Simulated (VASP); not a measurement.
A run of VASP 6.6.1 is set up as follows.

The input INCAR:

```
SYSTEM = Hg
  PREC = Accurate
  ENCUT = 520
  EDIFF = 1E-6
  ISMEAR = -1
  SIGMA = 0.1
  LREAL = .FALSE.
  LASPH = .TRUE.
  NELM = 80
  ALGO = Fast
  ISIF = 2
  LWAVE = .FALSE.
  LCHARG = .FALSE.
  GGA = PE
  NBANDS = 12
```

Contents of KPOINTS:

```
Automatic mesh
0
G
  11 11 11
  0 0 0
```

The input POSCAR:

```
Hg
1.0
   -1.9129580000      1.8560820000      1.9214850000
    1.8750080000     -1.8958070000      1.9232230000
    1.8916120000      1.8744610000     -1.9603790000
Hg
1
Direct
    0.4987490000      0.4934840000     -0.0048490000
```

Potentials or basis: VASP PAW PBE potentials, release 64 (Hg).

The run is started by

```console
$ cat potpaw_PBE.64/Hg/POTCAR > POTCAR
$ mpirun -np 1 vasp_std > vasp.out
```

(1) What does it give for the pressure?

(2) Estimate the band gap on the k mesh.

## Answers

(1) 1.2 GPa.

(2) zero (bands 6 and 7 overlap by 2.25 eV).

Caveat: spin-orbit coupling is left out, which moves the levels of the heavy elements.
